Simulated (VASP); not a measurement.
# ScAl (Pm-3m) in VASP: single point with PBEsol

Aim: the single point of ScAl with PBEsol.

Everything below comes from runs of VASP 6.6.1. Logs are shortened: lines on timing, memory, paths and dates and some standing lists are left out, and cuts for length are marked.

**1. The cell of the first run**

It takes space group Pm-3m (No. 221, cubic). The conventional cell has a = 3.370 Å, b = 3.370 Å, c = 3.370 Å, α = 90.00°, β = 90.00°, γ = 90.00°. Sc (site symmetry m-3m) has 8 Al at 2.92 Å and 6 Sc at 3.37 Å within 3.8 Å. Al (site symmetry m-3m) has 8 Sc at 2.92 Å and 6 Al at 3.37 Å within 3.8 Å.

**2. Single point, PBEsol**

INCAR

```
  ALGO = Normal
  EDIFF = 1E-7
  ENCUT = 520
  GGA = PS
  ISIF = 2
  ISMEAR = -1
  LASPH = T
  LCHARG = F
  LREAL = F
  LWAVE = F
  NBANDS = 14
  NELM = 80
  PREC = Accurate
  SIGMA = 0.1
```

KPOINTS

```
k-points
0
Gamma
  9 9 9
```

POSCAR

```
ScAl
1.0
    3.3703490000      0.0000000000      0.0000000000
    0.0000000000      3.3703490000      0.0000000000
    0.0000000000      0.0000000000      3.3703490000
Sc Al
1 1
Direct
    0.5000000000      0.5000000000      0.5000000000
    0.0000000000      0.0000000000      0.0000000000
```

Potentials or basis: VASP PAW PBE potentials, release 64 (Sc_sv, Al).

Launch:

```
cat potpaw_PBE.64/Sc_sv/POTCAR potpaw_PBE.64/Al/POTCAR > POTCAR
mpirun -np 1 vasp_std > vasp.out
```

OUTCAR:

```text
EDIFF = 1E-7
   ENCUT = 520
   GGA = PS
   ISIF = 2
   ISMEAR = -1
   LASPH = T
   LREAL = F
   NELM = 80
   PREC = Accurate

 ion  position               nearest neighbor table
   1  0.500  0.500  0.500-   2 2.92   2 2.92   2 2.92   2 2.92   2 2.92   2 2.92   2 2.92   2 2.92

   2  0.000  0.000  0.000-   1 2.92   1 2.92   1 2.92   1 2.92   1 2.92   1 2.92   1 2.92   1 2.92

  LATTYP: Found a simple cubic cell.
 ALAT       =     3.3703490000

  Lattice vectors:

 A1 = (   3.3703490000,   0.0000000000,   0.0000000000)
 A2 = (   0.0000000000,   3.3703490000,   0.0000000000)
 A3 = (   0.0000000000,   0.0000000000,   3.3703490000)

Analysis of symmetry for initial positions (statically):
=====================================================================
 Subroutine PRICEL returns:
 Original cell was already a primitive cell.

 Routine SETGRP: Setting up the symmetry group for a
 simple cubic supercell.

 Subroutine GETGRP returns: Found 48 space group operations
 (whereof 48 operations were pure point group operations)
 out of a pool of 48 trial point group operations.

The static configuration has the point symmetry O_h .

Analysis of symmetry for dynamics (positions and initial velocities):
=====================================================================
 Subroutine PRICEL returns:
 Original cell was already a primitive cell.

 Routine SETGRP: Setting up the symmetry group for a
 simple cubic supercell.

 Subroutine GETGRP returns: Found 48 space group operations
 (whereof 48 operations were pure point group operations)
 out of a pool of 48 trial point group operations.

The dynamic configuration has the point symmetry O_h .

 Subroutine INISYM returns: Found 48 space group operations
 (whereof 48 operations are pure point group operations),
 and found     1 'primitive' translations

----------------------------------------------------------------------------------------

                                     Primitive cell

  volume of cell :      38.2846

  direct lattice vectors                    reciprocal lattice vectors
     3.370349000  0.000000000  0.000000000     0.296705178  0.000000000  0.000000000
     0.000000000  3.370349000  0.000000000     0.000000000  0.296705178  0.000000000
     0.000000000  0.000000000  3.370349000     0.000000000  0.000000000  0.296705178

  length of vectors
     3.370349000  3.370349000  3.370349000     0.296705178  0.296705178  0.296705178

  position of ions in fractional coordinates (direct lattice)
     0.500000000  0.500000000  0.500000000
     0.000000000  0.000000000  0.000000000

  ion indices of the primitive-cell ions
   primitive index   ion index
                 1           1
                 2           2

----------------------------------------------------------------------------------------

 KPOINTS: k-points

Automatic generation of k-mesh.
 Grid dimensions read from file:
 generate k-points for:    9    9    9

 Generating k-lattice:

  Cartesian coordinates                     Fractional coordinates (reciprocal lattice)
     0.032967242  0.000000000  0.000000000     0.111111111  0.000000000  0.000000000
     0.000000000  0.032967242  0.000000000     0.000000000  0.111111111  0.000000000
     0.000000000  0.000000000  0.032967242     0.000000000  0.000000000  0.111111111

  Length of vectors
     0.032967242  0.032967242  0.032967242

  Shift w.r.t. Gamma in fractional coordinates (k-lattice)
     0.000000000  0.000000000  0.000000000

 Subroutine IBZKPT returns following result:
 ===========================================

 Found     35 irreducible k-points:

 Following reciprocal coordinates:
            Coordinates               Weight
  0.000000  0.000000  0.000000      1.000000
  0.111111  0.000000  0.000000      6.000000
  0.222222  0.000000  0.000000      6.000000
  0.333333  0.000000  0.000000      6.000000
  0.444444  0.000000  0.000000      6.000000
  0.111111  0.111111  0.000000     12.000000
[... 16 lines left out ...]
  0.333333  0.333333  0.111111     24.000000
  0.444444  0.333333  0.111111     48.000000
 [... further k-points ...]
   k-points           NKPTS =     35   k-points in BZ     NKDIM =     35   number of bands    NBANDS=     14
   number of dos      NEDOS =    301   number of ions     NIONS =      2
   total plane-waves  NPLWV =  21952
   dimension x,y,z NGX =    28 NGY =   28 NGZ =   28
   dimension x,y,z NGXF=    56 NGYF=   56 NGZF=   56
   ions per type =               1   1
   NGX,Y,Z   is equivalent  to a cutoff of  13.81, 13.81, 13.81 a.u.
   NGXF,Y,Z  is equivalent  to a cutoff of  27.62, 27.62, 27.62 a.u.
 SYSTEM =  unknown system
   PREC   = accura    normal or accurate (medium, high low for compatibility)
   ISTART =      0    job   : 0-new  1-cont  2-samecut
   ICHARG =      2    charge: 1-file 2-atom 10-const
   ISPIN  =      1    spin polarized calculation?
   LNONCOLLINEAR =      F non collinear calculations
   LSORBIT =      F    spin-orbit coupling
   LASPH  =      T    aspherical Exc in radial PAW
   ENCUT  =  520.0 eV  38.22 Ry    6.18 a.u.   6.27  6.27  6.27*2*pi/ulx,y,z
   NELM   =     80;   NELMIN=  2; NELMDL= -5     # of ELM steps
   EDIFF  = 0.1E-06   stopping-criterion for ELM
   LREAL  =      F    real-space projection
   EDIFFG = 0.1E-05   stopping-criterion for IOM
   NSW    =      0    number of steps for IOM
   IBRION =     -1    ionic relax: 0-MD 1-quasi-New 2-CG
   NFREE  =      0    steps in history (QN), initial steepest desc. (CG)
   ISIF   =      2    stress and relaxation
   ISYM   =      2    0-nonsym 1-usesym 2-fastsym
   POTIM  = 0.5000    time-step for ionic-motion
   TEBEG  =    0.0;   TEEND  =   0.0 temperature during run
   PSTRESS=    0.0 pullay stress
   NELECT =      14.0000    total number of electrons
   NUPDOWN=      -1.0000    fix difference up-down
   EMIN   =  10.00;   EMAX   =-10.00  energy-range for DOS
   EFERMI =   0.00;   METHOD = LEGACY
   ISMEAR =    -1;   SIGMA  =   0.10  broadening in eV -4-tet -1-fermi 0-gaus
   EFERMI_NEDOS =   21; number of points for ismear=-14 and -15
   IALGO  =     38    algorithm
   IMIX   =      4    mixing-type and parameters
     AMIX     =   0.40;   BMIX     =  1.00
     AMIX_MAG =   1.60;   BMIX_MAG =  1.00
  volume/ion in A,a.u.               =      19.14       129.18
  Fermi-wavevector in a.u.,A,eV,Ry     =   1.170692  2.212287 18.647052  1.370520
  Thomas-Fermi vector in A             =   2.307147
   LORBIT       =      0    0 simple, 1 ext, 2 COOP (PROOUT), +10 PAW based schemes
   GGA     = PS    functional components
   LHFCALC =     F    Hartree Fock is set to
   AEXX    =    0.0000 exact exchange contribution
   IVDW    =     0    specifies the selected vdW correction
   LEPSILON=     F    determine dielectric tensor
   LRPA    =     F    only Hartree local field effects (RPA)
 non-spin polarized calculation
  energy-cutoff  :      520.00
  volume of cell :       38.28
 maximum number of plane-waves:      1045
 NGX is ok and might be reduce to    28
   NGX = 13   NGY = 13   NGZ = 13

 number of electron      14.0000002 magnetization

 Free energy of the ion-electron system (eV)
  ---------------------------------------------------
  ext. energy  EPLUGINS =         0.00000000
  ---------------------------------------------------
  free energy    TOTEN  =       -11.63494222 eV

  energy without entropy =      -11.60569049  energy(sigma->0) =      -11.62031636

 E-fermi :   5.9863     XC(G=0): -10.4072

 val. band max:        5.9528801519   @ k =   0.3333   0.0000   0.0000
 cond. band min:       6.0242291562   @ k =   0.4444   0.1111   0.1111
 fundamental gap:      0.0713490043
 Fermi energy:         5.9862673783

 k-point     1 :       0.0000    0.0000    0.0000
  band No.  band energies     occupation
      1     -43.2519      2.00000
      2     -21.9278      2.00000
      3     -21.9278      2.00000
      4     -21.9278      2.00000
      5      -2.4894      2.00000
      6       5.2980      1.99795
      7       5.2980      1.99795
      8       8.6826      0.00000
      9       8.6826      0.00000
     10       8.6826      0.00000
     11       9.7060      0.00000
     12       9.7060      0.00000
     13       9.7060      0.00000
     14      14.5913      0.00000

 k-point     2 :       0.1111    0.0000    0.0000
  band No.  band energies     occupation
      1     -43.2501      2.00000
      2     -21.9494      2.00000
      3     -21.9259      2.00000
      4     -21.9259      2.00000
      5      -2.3129      2.00000
      6       5.1093      1.99969
      7       5.3870      1.99502
      8       8.1863      0.00000
      9       8.1863      0.00000
     10       8.7085      0.00000
     11       9.2653      0.00000
     12      10.3214      0.00000
     13      10.3214      0.00000
     14      14.2839      0.00000

 k-point     3 :       0.2222    0.0000    0.0000
  band No.  band energies     occupation
      1     -43.2457      2.00000
      2     -22.0038      2.00000
      3     -21.9210      2.00000
      4     -21.9210      2.00000
      5      -1.7963      2.00000
      6       4.3451      2.00000
      7       5.6313      1.94412
      8       7.5299      0.00000
      9       7.5299      0.00000
     10       8.7753      0.00000
     11       8.9361      0.00000
     12      11.3538      0.00000
     13      11.3538      0.00000
     14      13.5193      0.00000

 k-point     4 :       0.3333    0.0000    0.0000
  band No.  band energies     occupation
      1     -43.2406      2.00000
      2     -22.0650      2.00000
      3     -21.9155      2.00000
      4     -21.9155      2.00000
      5      -0.9800      2.00000
      6       3.0634      2.00000
      7       5.9529      1.16540
      8       7.0401      0.00005
      9       7.0401      0.00005
     10       8.8535      0.00000
     11       9.2548      0.00000
     12      12.5246      0.00000
     13      12.5246      0.00000
     14      12.6596      0.00000

 k-point     5 :       0.4444    0.0000    0.0000
  band No.  band energies     occupation
      1     -43.2373      2.00000
      2     -22.1045      2.00000
      3     -21.9119      2.00000
      4     -21.9119      2.00000
      5       0.0149      2.00000
      6       1.7458      2.00000
      7       6.1986      0.21376
      8       6.7823      0.00070
      9       6.7823      0.00070
     10       8.9059      0.00000
     11       9.7084      0.00000
[... 276 lines left out ...]
 k-point    22 :       0.4444    0.2222    0.1111
  band No.  band energies     occupation
      1     -43.2296      2.00000
      2     -22.0904      2.00000
      3     -21.9812      2.00000
      4     -21.9252      2.00000
      5       0.5271      2.00000
      6       2.5205      2.00000
      7       5.3739      1.99563
      8       6.5022      0.01142
      9       7.0890      0.00003
     10       7.9165      0.00000
     11       9.7599      0.00000
     12      11.3757      0.00000
     13      12.5844      0.00000
     14      12.7079      0.00000

 k-point    23 :       0.3333    0.3333    0.1111
  band No.  band energies     occupation
      1     -43.2280      2.00000
      2     -22.0462      2.00000
      3     -22.0416      2.00000
      4     -21.9233      2.00000
      5       0.3273      2.00000
      6       3.9088      2.00000
      7       4.3232      2.00000
      8       6.5743      0.00557
      9       7.1469      0.00002
     10       7.6919      0.00000
     11       9.7573      0.00000
     12      10.5388      0.00000
     13      12.2561      0.00000
     14      12.7678      0.00000

 k-point    24 :       0.4444    0.3333    0.1111
  band No.  band energies     occupation
      1     -43.2248      2.00000
      2     -22.0815      2.00000
      3     -22.0385      2.00000
      4     -21.9196      2.00000
      5       0.9422      2.00000
      6       3.1997      2.00000
      7       4.5810      2.00000
      8       6.2475      0.13664
      9       7.3529      0.00000
     10       7.6685      0.00000
     11       9.7229      0.00000
     12      10.6396      0.00000
     13      11.5980      0.00000
     14      12.8125      0.00000

 [... further k-points ...]

------------------------ aborting loop because EDIFF is reached ----------------------------------------

  FORCE on cell =-STRESS in cart. coord.  units (eV):
  Direction    XX          YY          ZZ          XY          YZ          ZX
  --------------------------------------------------------------------------------------
  -------------------------------------------------------------------------------------
  Total       -0.3834908     -0.3834908     -0.3834908     -0.0000000     -0.0000000      0.0000000
  in kB      -16.0487388    -16.0487388    -16.0487388     -0.0000000     -0.0000000      0.0000000
  external PRESSURE =     -16.0487388 kB  Pullay stress =       0.0000000 kB

 VOLUME and BASIS-vectors are now :
 -----------------------------------------------------------------------------
  energy-cutoff  :      520.00
  volume of cell :       38.28
      direct lattice vectors                 reciprocal lattice vectors
     3.370349000  0.000000000  0.000000000     0.296705178  0.000000000  0.000000000
     0.000000000  3.370349000  0.000000000     0.000000000  0.296705178  0.000000000
     0.000000000  0.000000000  3.370349000     0.000000000  0.000000000  0.296705178

 POSITION                                       TOTAL-FORCE (eV/Angst)
 -----------------------------------------------------------------------------------
      1.68517      1.68517      1.68517         0.000000      0.000000      0.000000
      0.00000      0.00000      0.00000         0.000000      0.000000      0.000000
 -----------------------------------------------------------------------------------
    total drift:                                0.000000      0.000000      0.000000

  FREE ENERGIE OF THE ION-ELECTRON SYSTEM (eV)
  ---------------------------------------------------
  free  energy   TOTEN  =       -11.6349422218 eV

  energy  without entropy=      -11.6056904928  energy(sigma->0) =      -11.62031636
```

Run time: 31 s. Hardware: 1 thread of Intel Xeon 8259CL, shared host; peak memory 0.16 GiB.

Results:

| Quantity | Value |
| --- | --- |
| Free energy | -11.6349 eV |
| Pressure | -1.6 GPa |
| Band gap on the k mesh | zero (band 7 reaches 6.20 eV, above the bottom of band 8 at 5.53 eV) |

Caveat: the PAW data sets were made with another functional, which shifts forces and pressure a little.
